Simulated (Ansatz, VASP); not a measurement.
## Mg2Sn in VASP and in Ansatz

```
Sn Mg
1.0
     0.00000    3.37994    3.37994
     3.37994    0.00000    3.37994
     3.37994    3.37994    0.00000
Sn Mg
1 2
Direct
  0.00000 0.00000 0.00000
  0.25000 0.25000 0.25000
  0.75000 0.75000 0.75000
```

Alike in both runs: task single point; functional PBE-based screened hybrid; k mesh 4 × 4 × 4; occupations fermi-dirac, width 0.02 eV; no spin polarisation.

|  | VASP | Ansatz |
| --- | --- | --- |
| version | VASP 6.6.1 | Ansatz 0.2.0 |
| potentials or method | VASP PAW PBE potentials, release 64 (Sn_d, Mg) | plane waves |
| plane-wave cutoff (eV) | 520 | 420 |
| valence electrons in the cell | 18 | 34 |

Ansatz gave:

* gap on the k mesh at the Fermi level (eV): 1.67
* pressure (GPa): -1.8

Problem. What did VASP give for the same quantities?

Solution. gap on the k mesh at the Fermi level (eV): 1.53; pressure (GPa): -2.2.

VASP's potentials were made for PBE, not for PBE-based screened hybrid. VASP's potentials hold 18 valence electrons a cell and Ansatz's 34, so a difference there can come from the potentials and not from the codes. Ansatz's warnings: stress exchange threshold loose, stress scf threshold loose.
